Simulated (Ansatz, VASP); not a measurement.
Two plane-wave programs on HfB

The input INCAR:

```
PREC     = Accurate       # precision mode
ENCUT    = 520            # plane-wave cutoff, eV
EDIFF    = 1E-7           # SCF threshold, eV
ISMEAR   = 0              # smearing method
SIGMA    = 0.15           # smearing width, eV
LREAL    = False          # projectors in reciprocal space
LASPH    = True           # aspherical terms in the spheres
NELM     = 80             # most SCF steps
ALGO     = Normal         # electronic algorithm
ISIF     = 2              # what is computed and relaxed
LWAVE    = False          # write WAVECAR
LCHARG   = False          # write CHGCAR
GGA      = PE             # functional
NBANDS   = 14             # bands
```

The input KPOINTS:

```
Automatic mesh
0
Gamma
  18 18 18
```

POSCAR

```
HfB
1.0
    0.0000000000      2.3100000000      2.3100000000
    2.3100000000      0.0000000000      2.3100000000
    2.3100000000      2.3100000000      0.0000000000
Hf B
1 1
Direct
    0.5000000000      0.5000000000      0.5000000000
    0.0432900433      0.0432900433     -0.0432900433
```

Input for Ansatz:

```yaml
crystal:
  lattice:
    - [0.0, 2.31, 2.31]
    - [2.31, 0.0, 2.31]
    - [2.31, 2.31, 0.0]
  atoms:
    - { symbol: Hf, position: [0.5, 0.5, 0.5] }
    - { symbol: B, position: [0.0432900433, 0.0432900433, -0.0432900433] }
basis:
  ecutwfc: 420
kpoints:
  mp_grid: { grid: [18, 18, 18] }
hamiltonian:
  xc: pbe
scf:
  occupations: { method: gaussian, width: 0.15 }
output:
  forces: true
  stress: true
  eigenvalues: true
```

Change from the starting cell: all B atoms moved -0.200 Å, as atom 2 towards its neighbour atom 1 (Hf) at 2.310 Å.

Alike in both runs: task single point; functional PBE; k mesh 18 × 18 × 18; occupations gaussian, width 0.15 eV; no spin polarisation.

|  | VASP | Ansatz |
| --- | --- | --- |
| version | VASP 6.6.1 | Ansatz 0.2.0 |
| potentials or method | VASP PAW PBE potentials, release 64 (Hf_pv, B), cutoff 520 eV | scalar-relativistic, plane waves, PAW |
| valence electrons in the cell | 13 | 29 |

```tsv
	VASP	Ansatz	Ansatz less VASP
gap on the k mesh at the Fermi level (eV)	none	none	-
rms of the force components (eV/Å)	1.528	1.519	-0.0084
```

Atom by atom the forces differ by 0.008 eV/Å (rms over components). A gap of «none» marks a metal or a gap that the smearing closes. VASP's potentials hold 13 valence electrons a cell and Ansatz's 29, so a difference there can come from the potentials and not from the codes.

Neither program's run includes spin-orbit coupling.
